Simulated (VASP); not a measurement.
Runs of VASP 6.6.1 on LiSnF4. The structure is that of space group P4/mmm (No. 123), or close to it. The cells are those of the table. 

```tsv
task	cell	k mesh	cutoff (eV)	gap on the mesh (eV)	pressure (GPa)	relaxed volume (Å³/atom)	largest force (eV/Å)
relaxation of cell and atoms	relaxed from a = 4.050, b = 4.050, c = 5.959 Å, 6 atoms	4 × 4 × 4	600	none	0.1	20.60	0.04
single point	a = 4.050, b = 4.050, c = 5.959 Å, 6 atoms	4 × 4 × 4	520	none	-	-	2.74
single point	a = 4.270, b = 4.270, c = 6.823 Å, 6 atoms	4 × 4 × 4	520	none	-	-	(a)
relaxation of cell and atoms	relaxed from a = 4.270, b = 4.270, c = 6.823 Å, 6 atoms	10 × 10 × 6	600	none	0.0	20.82	0.01
```

Alike in all rows: level PBE; potentials or basis VASP PAW PBE potentials, release 64 (Li_sv, Sn_d, F); no spin polarisation; smearing gaussian 0.1 eV.

Task: Fill in the values left out.

Result: (a) 0.09.

Caveats: some runs use coarse meshes; the cutoff is under 1.25 times the usual one of these potentials, so pressure, stress and relaxed cells hold a basis-set (Pulay) error; spin-orbit coupling is left out, which moves the levels of the heavy elements; an odd number of electrons without spin polarisation forces a metal; a magnetic or distorted state may lie lower; the volume moved by over 15 % at a fixed basis, so the end points are rough (some runs).

A k mesh can miss the band edges, and the runs leave out spin-orbit coupling on Sn.

A gap of «none» marks levels without a gap at the run's occupations.
